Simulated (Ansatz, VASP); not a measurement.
## One calculation of Tc, two programs

Contents of INCAR:

```
  ALGO = Normal
  EDIFF = 1E-6
  ENCUT = 520
  ISIF = 2
  ISMEAR = -1
  LASPH = True
  LCHARG = False
  LREAL = False
  LWAVE = False
  NBANDS = 20
  NELM = 60
  PREC = Accurate
  SIGMA = 0.08
```

The input KPOINTS:

```
k-points
0
Gamma
  17 17 9
```

Contents of POSCAR:

```
Tc
1.0
    2.7948001738      0.0000000000      0.0000000000
   -1.3974000869      2.4203679491      0.0000000000
    0.0000000000      0.0000000000      4.3980000000
Tc
2
Direct
    0.3333333333      0.6666666667      0.2500000000
    0.6666666667      0.3333333333      0.7500000000
```

Input for Ansatz:

```yaml
crystal:
  lattice:
    - [2.7948001738, 0.0, 0.0]
    - [-1.3974000869, 2.4203679491, 0.0]
    - [0.0, 0.0, 4.398]
  atoms:
    - { symbol: Tc, position: [0.3333333333, 0.6666666667, 0.25] }
    - { symbol: Tc, position: [0.6666666667, 0.3333333333, 0.75] }
kpoints:
  mp_grid: { grid: [17, 17, 9] }
  band_path:
    path:
      - [0.0, 0.0, 0.0]
      - [0.5, 0.0, 0.0]
      - [0.3333333333, 0.3333333333, 0.0]
      - [0.0, 0.0, 0.0]
      - [0.0, 0.0, 0.5]
      - [0.5, 0.0, 0.5]
      - [0.3333333333, 0.3333333333, 0.5]
      - [0.0, 0.0, 0.5]
      - [0.5, 0.0, 0.5]
    npoints: 5
scf:
  occupations: { method: fermi_dirac, width: 0.08 }
hamiltonian:
  xc: lda
  pseudopotentials: { kind: all_electron, lapw: { basis_error: 0.001 } }
output:
  forces: true
  stress: true
  eigenvalues: true
```

Change from the starting cell: equal xx and yy strain of +2 %.

Alike in both runs: task single point; functional LDA; k mesh 17 × 17 × 9; occupations fermi-dirac, width 0.08 eV; no spin polarisation.

```csv
,VASP,Ansatz
version,VASP 6.6.1,Ansatz 0.2.0
potentials or method,"VASP PAW LDA potentials, release 64 (Tc_pv), cutoff 520 eV","all-electron LAPW, scalar-relativistic"
```

```tsv
	VASP	Ansatz	Ansatz less VASP
pressure (GPa)	-21.9	-22.0	-0.03
traceless stress, the component that is largest in VASP (GPa)	2.57	2.61	+0.036
```

LDA's correlation is that of Perdew and Zunger in VASP and of Perdew and Wang (1992) in Ansatz. Ansatz ran all-electron here, and VASP with PAW potentials.
